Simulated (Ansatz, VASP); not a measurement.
**Al in VASP and in Ansatz**

```xyz
3
Lattice="4.5832 0.0000 0.0000 -2.2916 3.9692 0.0000 0.0000 0.0000 2.8375" Properties=species:S:1:pos:R:3 pbc="T T T"
Al    0.0000    0.0000    0.0000
Al    0.0000    2.6461    1.4188
Al    2.2916    1.3231    1.4188
```

Alike in both runs: functional PBE; k mesh 8 × 8 × 11; occupations fermi-dirac, width 0.08 eV; no spin polarisation.

Ansatz relaxed the structure, and its values are those at the end. VASP's run is a single point on that final structure, the one shown.

|  | VASP | Ansatz |
| --- | --- | --- |
| version | VASP 6.6.1 | Ansatz 0.2.0 |
| potentials or method | VASP PAW PBE potentials, release 64 (Al) | PAW with Ansatz's default frozen-core files, scalar-relativistic |
| plane-wave cutoff (eV) | 520 | 420 |
| valence electrons in the cell | 9 | 9 |

```csv
,VASP,Ansatz,Ansatz less VASP
pressure (GPa),0.0,0.0,+0.02
```
